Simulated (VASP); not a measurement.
Write the native input for VASP 6.6.1 that does the following.

```
Task                   : relaxation of cell and atoms
Functional             : PBE
Potentials or basis    : VASP PAW PBE potentials, release 64 (Be, S)
Cutoff                 : 600 eV
k mesh                 : 6 × 6 × 6
Occupations            : gaussian, width 0.1 eV
Spin                   : no spin polarisation
Dipole correction      : no
Further INCAR settings : ALGO = Normal; EDIFF = 1e-06; IBRION = 2; EDIFFG = -0.04; NSW = 90; ISIF = 3
```

The structure of BeS lies in POSCAR:

```
BeS
1.0
    0.0000000000      2.4381650070      2.4381650070
    2.4381650070      0.0000000000      2.4381650070
    2.4381650070      2.4381650070      0.0000000000
Be S
1 1
Direct
    0.2500000000      0.2500000000      0.2500000000
    0.0000000000      0.0000000000      0.0000000000
```

One way to write it, as run:

INCAR

```
ALGO = Normal
EDIFF = 1E-6
EDIFFG = -0.04
ENCUT = 600
GGA = PE
IBRION = 2
ISIF = 3
ISMEAR = 0
LASPH = True
LCHARG = False
LREAL = False
LWAVE = False
NELM = 80
NSW = 90
PREC = Accurate
SIGMA = 0.1
```

KPOINTS

```
k-points
0
Gamma
  6 6 6
```

Potentials or basis: VASP PAW PBE potentials, release 64 (Be, S).

The run is started by

```sh
$ cat potpaw_PBE.64/Be/POTCAR potpaw_PBE.64/S/POTCAR > POTCAR
$ mpirun -np 1 vasp_std > vasp.out
```

It gave:

| Property | Result |
| --- | --- |
| Pressure after relaxing | 0.1 GPa |
| Band gap on the k mesh | 3.15 eV, indirect (least direct gap 5.67 eV) |

Caveat: the relaxation stopped at its first step, so nothing moved.

Wall time 5.2 s on 1 thread of Intel(R) Xeon(R) Platinum 8259CL CPU @ 2.50GHz (Skylake/Cascade Lake), with other jobs on the host, peak memory 0.14 GiB.
